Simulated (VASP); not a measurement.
Wanted: the native input for a VASP 6.6.1 run.

```yaml
Task: single point
Functional: r2SCAN
Potentials_or_basis: VASP PAW PBE potentials, release 64 (C)
Cutoff: 520 eV
k_mesh: 15 × 15 × 5
Occupations: methfessel-paxton, width 0.6 eV
Spin: no spin polarisation
Dipole_correction: no
Further_INCAR_settings: ALGO = Normal; EDIFF = 1e-06; NBANDS = 16
```

The system is C.

```xyz
4
Lattice="2.4559 0.0000 0.0000 -1.2280 2.1269 0.0000 0.0000 0.0000 7.0106" Properties=species:S:1:pos:R:3 pbc="T T T"
C     1.2280    2.1269    1.7527
C     0.0000    0.0000    5.2580
C     0.0000    1.4179    1.7527
C     1.2280    0.7090    5.2580
```

These files were run (other wordings do the same):

POSCAR

```
C
1.0
    2.4559134450      0.0000000000      0.0000000000
   -1.2279567225      2.1268834329      0.0000000000
    0.0000000000      0.0000000000      7.0106290262
C
4
Direct
    1.0000000000      1.0000000000      0.2500000000
    0.0000000000      0.0000000000      0.7500000000
    0.3333333333      0.6666666667      0.2500000000
    0.6666666667      0.3333333333      0.7500000000
```

INCAR.step1

```
SYSTEM = C
PREC = Accurate ; ENCUT = 520
ISMEAR = 1 ; SIGMA = 0.6
LREAL = .FALSE. ; LASPH = .TRUE.
NELM = 100 ; NBANDS = 16
GGA = PE ; ALGO = Normal
EDIFF = 1E-4 ; LWAVE = .TRUE.
LCHARG = .FALSE.
```

INCAR.step2

```
SYSTEM = C
PREC = Accurate ; ENCUT = 520
EDIFF = 1E-6 ; ISMEAR = 1
SIGMA = 0.6 ; LREAL = .FALSE.
LASPH = .TRUE. ; NELM = 100
ALGO = Normal ; ISIF = 2
LWAVE = .FALSE. ; LCHARG = .FALSE.
METAGGA = R2SCAN ; LMIXTAU = .TRUE.
NBANDS = 16 ; ISTART = 1
```

KPOINTS

```
Automatic mesh
0
G
  15 15 5
  0 0 0
```

Potentials or basis: VASP PAW PBE potentials, release 64 (C).

Launch:

```bash
$ cat potpaw_PBE.64/C/POTCAR > POTCAR
$ cp INCAR.step1 INCAR
$ mpirun -np 1 vasp_std > vasp.out
$ cp INCAR.step2 INCAR
$ mpirun -np 1 vasp_std > vasp.out
```

Results of the run:

| Quantity | Value |
| --- | --- |
| Pressure | 0.7 GPa |
| Band gap on the k mesh | zero (bands 8 and 9 overlap by 0.02 eV) |

Caveat: so wide a smearing shifts energies and pressures; the PAW data sets were made with another functional, which shifts forces and pressure a little.

Run time: 64 s on 1 thread of Intel(R) Xeon(R) 6975P-C (Granite Rapids) (shared host), peak memory 0.16 GiB.
